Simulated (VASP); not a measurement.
Runs of VASP 6.6.1 on ReSb2. The structure is that of space group P-3m1 (No. 164), or close to it. The cells are those of the table. 

| task | cell | cutoff (eV) | k mesh for the DOS | occupations for the DOS | gap on the mesh (eV) | pressure (GPa) | largest force (eV/Å) |
| --- | --- | --- | --- | --- | --- | --- | --- |
| single point | a = 3.403, b = 3.403, c = 6.440 Å, angles 90.0, 90.0, 120.0°, 3 atoms | 520 | - | - | none | (a) | 0.02 |
| relaxation of shape and atoms at fixed volume | relaxed from a = 3.362, b = 3.362, c = 6.336 Å, angles 90.0, 90.0, 120.0°, 3 atoms | 600 | - | - | none | 3.9 | - |
| relaxation of cell and atoms | relaxed from a = 3.603, b = 3.603, c = 5.813 Å, angles 90.0, 90.0, 120.0°, 3 atoms | 600 | - | - | none | 0.0 | - |
| single point | a = 3.364, b = 3.364, c = 6.329 Å, angles 90.0, 90.0, 120.0°, 3 atoms | 520 | - | - | none | 4.0 | 0.01 |

Alike in all rows: level PBEsol; potentials or basis VASP PAW PBE potentials, release 64 (Re, Sb); no spin polarisation; k mesh 10 × 10 × 6; smearing gaussian 0.05 eV.

Fill in the values left out.

(a) 0.1.

Caveats: the PAW data sets were made with another functional, which shifts forces and pressure a little; spin-orbit coupling is left out, which moves the levels of the heavy elements.

A k mesh can miss the band edges, and the runs leave out spin-orbit coupling on Re, Sb.

A gap of «none» marks levels without a gap at the run's occupations.
